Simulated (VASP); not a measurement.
# C (a cell with a defect) in VASP: notebook

The runs below take C (a cell with a defect) through single point, with PBE.

Everything below comes from runs of VASP 6.6.1. Logs are shortened: lines on timing, memory, paths and dates and some standing lists are left out, and cuts for length are marked.

### Step 1. The cell of the first run

The cell holds a defect, 15 atoms: a = 5.051 Å, b = 5.051 Å, c = 5.051 Å, α = 60.00°, β = 60.00°, γ = 60.00°.

### Step 2. Single point, PBE

File INCAR:

```
SYSTEM = C
PREC = Accurate
ENCUT = 520
EDIFF = 1E-6
ISMEAR = 0
SIGMA = 0.05
LREAL = Auto
LASPH = .TRUE.
NELM = 80
ALGO = Normal
ISIF = 2
LWAVE = .FALSE.
LCHARG = .FALSE.
GGA = PE
NBANDS = 43
```

File KPOINTS:

```
regular mesh
0
G
  6 6 6
  0 0 0
```

File POSCAR:

```
C
1.0
    3.5715485858      0.0000000000     -3.5715485858
    0.0000000000      3.5715485858     -3.5715485858
    3.5715485858      3.5715485858      0.0000000000
C
15
Direct
    0.2500000000      0.2500000000      0.2500000000
    0.2500000000      0.7500000000      0.7500000000
    0.2500000000      0.7500000000      0.2500000000
    0.7500000000      0.2500000000      0.7500000000
    0.7500000000      0.2500000000      0.2500000000
    0.7500000000      0.7500000000      0.7500000000
    0.7500000000      0.7500000000      0.2500000000
    0.1250000000      0.1250000000      0.1250000000
    0.1250000000      0.1250000000      0.6250000000
    0.1250000000      0.6250000000      0.1250000000
    0.3162779523      0.5312500000      0.5762360239
    0.6250000000      0.1250000000      0.1250000000
    0.6250000000      0.1250000000      0.6250000000
    0.6250000000      0.6250000000      0.1250000000
    0.6250000000      0.6250000000      0.6250000000
```

Potentials or basis: VASP PAW PBE potentials, release 64 (C).

On the command line:

```bash
$ cat potpaw_PBE.64/C/POTCAR > POTCAR
$ mpirun -np 1 vasp_std > vasp.out
```

OUTCAR:

```text
SYSTEM = C
   PREC = Accurate
   ENCUT = 520
   EDIFF = 1E-6
   ISMEAR = 0
   LREAL = Auto
   LASPH = .TRUE.
   NELM = 80
   ISIF = 2
   GGA = PE

 ion  position               nearest neighbor table
   1  0.250  0.250  0.250-   8 1.55   9 1.55  10 1.55  12 1.55
   2  0.250  0.750  0.750-   9 1.55  10 1.55  15 1.55  11 1.55
   3  0.250  0.750  0.250-   8 1.55  10 1.55  14 1.55  11 1.55
   4  0.750  0.250  0.750-   9 1.55  12 1.55  13 1.55  15 1.55
   5  0.750  0.250  0.250-   8 1.55  12 1.55  13 1.55  14 1.55
   6  0.750  0.750  0.750-  13 1.55  14 1.55  15 1.55
   7  0.750  0.750  0.250-  10 1.55  12 1.55  14 1.55  15 1.55
   8  0.125  0.125  0.125-   1 1.55   3 1.55   5 1.55
   9  0.125  0.125  0.625-   1 1.55   2 1.55   4 1.55
  10  0.125  0.625  0.125-   1 1.55   2 1.55   3 1.55   7 1.55
  11  0.316  0.531  0.576-   2 1.55   3 1.55  13 1.84  15 1.99  14 1.99
  12  0.625  0.125  0.125-   1 1.55   4 1.55   5 1.55   7 1.55
  13  0.625  0.125  0.625-   4 1.55   5 1.55   6 1.55  11 1.84
  14  0.625  0.625  0.125-   3 1.55   5 1.55   6 1.55   7 1.55  11 1.99
  15  0.625  0.625  0.625-   2 1.55   4 1.55   6 1.55   7 1.55  11 1.99

  LATTYP: Found a face centered cubic cell.
 ALAT       =     7.1430971716

  Lattice vectors:

 A1 = (   3.5715485858,   0.0000000000,  -3.5715485858)
 A2 = (   0.0000000000,   3.5715485858,  -3.5715485858)
 A3 = (   3.5715485858,   3.5715485858,   0.0000000000)

Analysis of symmetry for initial positions (statically):
=====================================================================
 Subroutine PRICEL returns:
 Original cell was already a primitive cell.

 Routine SETGRP: Setting up the symmetry group for a
 face centered cubic supercell.

 Subroutine GETGRP returns: Found  2 space group operations
 (whereof  2 operations were pure point group operations)
 out of a pool of 48 trial point group operations.

The static configuration has the point symmetry C_1h.

Analysis of symmetry for dynamics (positions and initial velocities):
=====================================================================
 Subroutine PRICEL returns:
 Original cell was already a primitive cell.

 Routine SETGRP: Setting up the symmetry group for a
 face centered cubic supercell.

 Subroutine GETGRP returns: Found  2 space group operations
 (whereof  2 operations were pure point group operations)
 out of a pool of 48 trial point group operations.

The dynamic configuration has the point symmetry C_1h.

 Subroutine INISYM returns: Found  2 space group operations
 (whereof  2 operations are pure point group operations),
 and found     1 'primitive' translations

----------------------------------------------------------------------------------------

                                     Primitive cell

  volume of cell :      91.1171

  direct lattice vectors                    reciprocal lattice vectors
     3.571548586  0.000000000 -3.571548586     0.139995296 -0.139995296 -0.139995296
     0.000000000  3.571548586 -3.571548586    -0.139995296  0.139995296 -0.139995296
     3.571548586  3.571548586  0.000000000     0.139995296  0.139995296  0.139995296

  length of vectors
     5.050932449  5.050932449  5.050932449     0.242478965  0.242478965  0.242478965

  position of ions in fractional coordinates (direct lattice)
     0.250000000  0.250000000  0.250000000
     0.250000000  0.750000000  0.750000000
     0.250000000  0.750000000  0.250000000
     0.750000000  0.250000000  0.750000000
     0.750000000  0.250000000  0.250000000
     0.750000000  0.750000000  0.750000000
     0.750000000  0.750000000  0.250000000
     0.125000000  0.125000000  0.125000000
     0.125000000  0.125000000  0.625000000
     0.125000000  0.625000000  0.125000000
     0.316277952  0.531250000  0.576236024
     0.625000000  0.125000000  0.125000000
     0.625000000  0.125000000  0.625000000
     0.625000000  0.625000000  0.125000000
     0.625000000  0.625000000  0.625000000

  ion indices of the primitive-cell ions
   primitive index   ion index
                 1           1
                 2           2
                 3           3
                 4           4
                 5           5
                 6           6
                 7           7
                 8           8
                 9           9
                10          10
                11          11
                12          12
                13          13
                14          14
                15          15

----------------------------------------------------------------------------------------

 KPOINTS: regular mesh

Automatic generation of k-mesh.
 Grid dimensions read from file:
 generate k-points for:    6    6    6

 Generating k-lattice:

  Cartesian coordinates                     Fractional coordinates (reciprocal lattice)
     0.023332549 -0.023332549 -0.023332549     0.166666667  0.000000000  0.000000000
    -0.023332549  0.023332549 -0.023332549     0.000000000  0.166666667  0.000000000
     0.023332549  0.023332549  0.023332549     0.000000000  0.000000000  0.166666667

  Length of vectors
     0.040413161  0.040413161  0.040413161

  Shift w.r.t. Gamma in fractional coordinates (k-lattice)
     0.000000000  0.000000000  0.000000000

 Subroutine IBZKPT returns following result:
 ===========================================

 Found     68 irreducible k-points:

 Following reciprocal coordinates:
            Coordinates               Weight
  0.000000  0.000000  0.000000      1.000000
  0.166667  0.000000  0.000000      2.000000
  0.000000  0.166667  0.000000      2.000000
  0.000000  0.000000  0.166667      4.000000
  0.333333  0.000000  0.000000      2.000000
  0.000000  0.333333  0.000000      2.000000
[... 16 lines left out ...]
  0.166667  0.166667 -0.333333      4.000000
  0.500000  0.333333  0.500000      4.000000
 [... further k-points ...]
   k-points           NKPTS =     68   k-points in BZ     NKDIM =     68   number of bands    NBANDS=     43
   number of dos      NEDOS =    301   number of ions     NIONS =     15
   total plane-waves  NPLWV =  64000
   dimension x,y,z NGX =    40 NGY =   40 NGZ =   40
   dimension x,y,z NGXF=    80 NGYF=   80 NGZF=   80
   ions per type =              15
   NGX,Y,Z   is equivalent  to a cutoff of  13.17, 13.17, 13.17 a.u.
   NGXF,Y,Z  is equivalent  to a cutoff of  26.33, 26.33, 26.33 a.u.
 SYSTEM =  C
   PREC   = accura    normal or accurate (medium, high low for compatibility)
   ISTART =      0    job   : 0-new  1-cont  2-samecut
   ICHARG =      2    charge: 1-file 2-atom 10-const
   ISPIN  =      1    spin polarized calculation?
   LNONCOLLINEAR =      F non collinear calculations
   LSORBIT =      F    spin-orbit coupling
   LASPH  =      T    aspherical Exc in radial PAW
   ENCUT  =  520.0 eV  38.22 Ry    6.18 a.u.   9.39  9.39  9.39*2*pi/ulx,y,z
   NELM   =     80;   NELMIN=  2; NELMDL= -5     # of ELM steps
   EDIFF  = 0.1E-05   stopping-criterion for ELM
   LREAL  =      T    real-space projection
   EDIFFG = 0.1E-04   stopping-criterion for IOM
   NSW    =      0    number of steps for IOM
   IBRION =     -1    ionic relax: 0-MD 1-quasi-New 2-CG
   NFREE  =      0    steps in history (QN), initial steepest desc. (CG)
   ISIF   =      2    stress and relaxation
   ISYM   =      2    0-nonsym 1-usesym 2-fastsym
   POTIM  = 0.5000    time-step for ionic-motion
   TEBEG  =    0.0;   TEEND  =   0.0 temperature during run
   PSTRESS=    0.0 pullay stress
   NELECT =      60.0000    total number of electrons
   NUPDOWN=      -1.0000    fix difference up-down
   EMIN   =  10.00;   EMAX   =-10.00  energy-range for DOS
   EFERMI =   0.00;   METHOD = LEGACY
   ISMEAR =     0;   SIGMA  =   0.05  broadening in eV -4-tet -1-fermi 0-gaus
   EFERMI_NEDOS =   21; number of points for ismear=-14 and -15
   IALGO  =     38    algorithm
   IMIX   =      4    mixing-type and parameters
     AMIX     =   0.40;   BMIX     =  1.00
     AMIX_MAG =   1.60;   BMIX_MAG =  1.00
  volume/ion in A,a.u.               =       6.07        40.99
  Fermi-wavevector in a.u.,A,eV,Ry     =   1.424269  2.691478 27.599992  2.028542
  Thomas-Fermi vector in A             =   2.544778
   LORBIT       =      0    0 simple, 1 ext, 2 COOP (PROOUT), +10 PAW based schemes
   GGA     = PE    functional components
   LHFCALC =     F    Hartree Fock is set to
   AEXX    =    0.0000 exact exchange contribution
   IVDW    =     0    specifies the selected vdW correction
   LEPSILON=     F    determine dielectric tensor
   LRPA    =     F    only Hartree local field effects (RPA)
 non-spin polarized calculation
 Gauss-broadening in eV      SIGMA  =   0.05
  energy-cutoff  :      520.00
  volume of cell :       91.12
 maximum number of plane-waves:      2475
 NGX is ok and might be reduce to    40
   NGX = 19   NGY = 19   NGZ = 19

 number of electron      59.9999996 magnetization

 Free energy of the ion-electron system (eV)
  ---------------------------------------------------
  ext. energy  EPLUGINS =         0.00000000
  ---------------------------------------------------
  free energy    TOTEN  =      -125.63401019 eV

  energy without entropy =     -125.62977151  energy(sigma->0) =     -125.63189085

 E-fermi :   9.3606     XC(G=0): -12.9422

 val. band max:        9.3598979551   @ k =   0.5000  -0.3333   0.3333
 cond. band min:       9.3642746617   @ k =   0.3333   0.1667   0.5000
 fundamental gap:      0.0043767066
 Fermi energy:         9.3605908639

 k-point     1 :       0.0000    0.0000    0.0000
  band No.  band energies     occupation
      1     -12.3940      2.00000
      2      -7.1980      2.00000
      3      -7.0707      2.00000
      4      -6.8272      2.00000
      5      -5.8664      2.00000
      6      -5.0535      2.00000
[... 1069 lines left out ...]
     41      17.3359      0.00000
     42      17.8509      0.00000

 [... further k-points ...]

 [bands above 42 left out]

------------------------ aborting loop because EDIFF is reached ----------------------------------------

  FORCE on cell =-STRESS in cart. coord.  units (eV):
  Direction    XX          YY          ZZ          XY          YZ          ZX
  --------------------------------------------------------------------------------------
  -------------------------------------------------------------------------------------
  Total       -5.0583889     -5.0583889      8.4515316      3.8822875      8.1136472     -8.1136461
  in kB      -88.9453222    -88.9453222    148.6094139     68.2650791    142.6681467   -142.6681273
  external PRESSURE =      -9.7604102 kB  Pullay stress =       0.0000000 kB

 VOLUME and BASIS-vectors are now :
 -----------------------------------------------------------------------------
  energy-cutoff  :      520.00
  volume of cell :       91.12
      direct lattice vectors                 reciprocal lattice vectors
     3.571548586  0.000000000 -3.571548586     0.139995296 -0.139995296 -0.139995296
     0.000000000  3.571548586 -3.571548586    -0.139995296  0.139995296 -0.139995296
     3.571548586  3.571548586  0.000000000     0.139995296  0.139995296  0.139995296

 POSITION                                       TOTAL-FORCE (eV/Angst)
 -----------------------------------------------------------------------------------
      1.78577      1.78577     -1.78577        -0.037734      0.037734     -0.919450
      3.57155      5.35732     -3.57155         1.520162     -0.516061     -0.989732
      1.78577      3.57155     -3.57155         0.516061     -1.520162     -0.989732
      5.35732      3.57155     -3.57155         1.555713     -0.112619     -0.995135
      3.57155      1.78577     -3.57155         0.112619     -1.555713     -0.995135
      5.35732      5.35732     -5.35732        -1.929193      1.929193      1.908662
      3.57155      3.57155     -5.35732        -0.015280      0.015280     -0.513985
      0.89289      0.89289     -0.89289         1.902779      1.572475      2.933614
      2.67866      2.67866     -0.89289        -1.572475     -1.902779      2.933614
      0.89289      2.67866     -2.67866         0.326984     -0.326984      0.436682
      3.18766      3.95544     -3.02699        -4.752252      4.752252      5.017468
      2.67866      0.89289     -2.67866        -0.130723      0.130723      0.120536
      4.46444      2.67866     -2.67866         0.291031     -0.291031     -3.127002
      2.67866      2.67866     -4.46444        -0.264802     -2.477111     -2.410204
      4.46444      4.46444     -4.46444         2.477111      0.264802     -2.410204
 -----------------------------------------------------------------------------------
    total drift:                               -0.001252      0.001252     -0.001474

  FREE ENERGIE OF THE ION-ELECTRON SYSTEM (eV)
  ---------------------------------------------------
  free  energy   TOTEN  =      -125.6340101896 eV

  energy  without entropy=     -125.6297715080  energy(sigma->0) =     -125.63189085
```

Run time: 8.5 min. Hardware: 1 thread of AMD EPYC 9R14 (Zen 4), shared host; peak memory 0.29 GiB.

What came out:

- Free energy: -125.6340 eV
- Pressure: -1.0 GPa
- Largest force: 8.387 eV/Å
- Band gap on the k mesh: zero (bands 30 and 31 overlap by 0.83 eV)

Forces in eV/Å, atoms in the order of the input:
```
C   -0.038  0.038 -0.919
C    1.520 -0.516 -0.990
C    0.516 -1.520 -0.990
C    1.556 -0.113 -0.995
C    0.113 -1.556 -0.995
C   -1.929  1.929  1.909
C   -0.015  0.015 -0.514
C    1.903  1.572  2.934
C   -1.572 -1.903  2.934
C    0.327 -0.327  0.437
C   -4.752  4.752  5.017
C   -0.131  0.131  0.121
C    0.291 -0.291 -3.127
C   -0.265 -2.477 -2.410
C    2.477  0.265 -2.410
```

Levels at points of the mesh, in eV from the Fermi level:
| k point | band 26 | band 27 | band 28 | band 29 | band 30 | band 31 | band 32 | band 33 | band 34 | band 35 |
| --- | --- | --- | --- | --- | --- | --- | --- | --- | --- | --- |
| (0.00, 0.00, 0.00) | -2.29 | -1.72 | -1.58 | -0.71 | 0.24 | 1.28 | 1.91 | 3.29 | 4.37 | 4.38 |
| (0.50, 0.00, 0.00) | -3.64 | -3.09 | -2.58 | -2.26 | -2.15 | 1.57 | 1.82 | 2.73 | 5.39 | 5.61 |
| (0.00, 0.50, 0.00) | -3.97 | -3.70 | -2.22 | -1.38 | 0.19 | 0.57 | 1.55 | 3.22 | 5.40 | 5.46 |
| (0.00, 0.00, 0.50) | -3.86 | -2.40 | -2.30 | -2.12 | -1.18 | 0.71 | 1.36 | 3.05 | 5.28 | 5.57 |
| (0.50, 0.50, 0.00) | -4.07 | -3.86 | -2.80 | -2.60 | -1.97 | 0.66 | 1.68 | 2.77 | 4.16 | 5.71 |
| (0.00, 0.50, 0.50) | -4.14 | -3.74 | -3.36 | -1.35 | -0.67 | -0.32 | 1.41 | 3.02 | 4.48 | 5.38 |

Caveat: the cell differs from its parent crystal (atoms taken out, atom 11 moved 0.250 of the way to it and -0.700 Å across, host rigid).

### Step 3. Single point, PBE

File INCAR:

```
SYSTEM = C
ALGO     = Normal         ! electronic algorithm
EDIFF    = 1E-7           ! SCF threshold, eV
ENCUT    = 520            ! plane-wave cutoff, eV
GGA      = PE             ! functional
ISIF     = 2              ! what is computed and relaxed
ISMEAR   = 0              ! smearing method
LASPH    = .True.         ! aspherical terms in the spheres
LCHARG   = .False.        ! write CHGCAR
LREAL    = Auto         
LWAVE    = .False.        ! write WAVECAR
NBANDS   = 43             ! bands
NELM     = 80             ! most SCF steps
PREC     = Accurate       ! precision mode
SIGMA    = 0.05           ! smearing width, eV
```

File KPOINTS:

```
k-points
0
Gamma
  6 6 6
  0 0 0
```

Edit POSCAR of step 2 so:

```diff
@@ -18,3 +18,3 @@
     0.1250000000      0.6250000000      0.1250000000
-    0.3162779523      0.5312500000      0.5762360239
+    0.2850279523      0.6250000000      0.5449860239
     0.6250000000      0.1250000000      0.1250000000
```

Potentials or basis: VASP PAW PBE potentials, release 64 (C).

On the command line:

```bash
$ cat potpaw_PBE.64/C/POTCAR > POTCAR
$ mpirun -np 1 vasp_std > vasp.out
```

Wall time 9.5 min (1 thread of AMD EPYC 9R14 (Zen 4), shared host); peak memory 0.29 GiB.

Results (log left out):

```
Free energy            : -125.7950 eV
Pressure               : 6.5 GPa
Largest force          : 9.581 eV/Å
Band gap on the k mesh : zero (bands 30 and 31 overlap by 0.85 eV)
```

Forces in eV/Å, atoms in the order of the input:
```
C    0.069 -0.069 -0.779
C    1.710  2.370 -3.071
C   -2.370 -1.710 -3.071
C    0.650  0.171 -0.320
C   -0.171 -0.650 -0.320
C   -2.065  2.065  0.842
C    0.093 -0.093 -0.645
C    0.755  1.195  2.031
C   -1.195 -0.755  2.031
C    0.257 -0.257  1.141
C   -2.451  2.451  8.932
C   -0.119  0.119 -0.036
C    1.751 -1.751 -1.822
C    0.021 -3.065 -2.456
C    3.065 -0.021 -2.456
```

Stress tensor (GPa, compression positive):
```
 0.99  4.17 -6.28
 4.17  0.99  6.28
-6.28  6.28 17.38
```

Levels at points of the mesh, in eV from the Fermi level:
| k point | band 27 | band 28 | band 29 | band 30 | band 31 | band 32 | band 33 | band 34 |
| --- | --- | --- | --- | --- | --- | --- | --- | --- |
| (0.00, 0.00, 0.00) | -2.04 | -1.89 | -0.53 | 0.18 | 0.71 | 1.84 | 3.19 | 4.36 |
| (0.50, 0.00, 0.00) | -3.04 | -2.41 | -2.31 | -1.83 | 1.18 | 1.29 | 2.98 | 5.40 |
| (0.00, 0.50, 0.00) | -3.83 | -3.31 | -1.44 | 0.15 | 0.52 | 1.67 | 2.64 | 5.32 |
| (0.00, 0.00, 0.50) | -2.79 | -2.63 | -1.96 | -1.61 | 0.52 | 1.65 | 2.64 | 5.20 |
| (0.50, 0.50, 0.00) | -4.12 | -3.60 | -2.43 | -2.27 | 0.84 | 1.24 | 2.76 | 4.00 |
| (0.00, 0.50, 0.50) | -3.79 | -3.07 | -1.41 | -0.89 | -0.37 | 1.50 | 2.44 | 4.50 |

Caveat: the cell differs from its parent crystal (atoms taken out, atom 11 moved 0.000 of the way to it and -0.700 Å across, host rigid).

(Part 1 of 3 ends here.)

The gap in the log of VASP goes by the Fermi energy; the results here count the filled bands.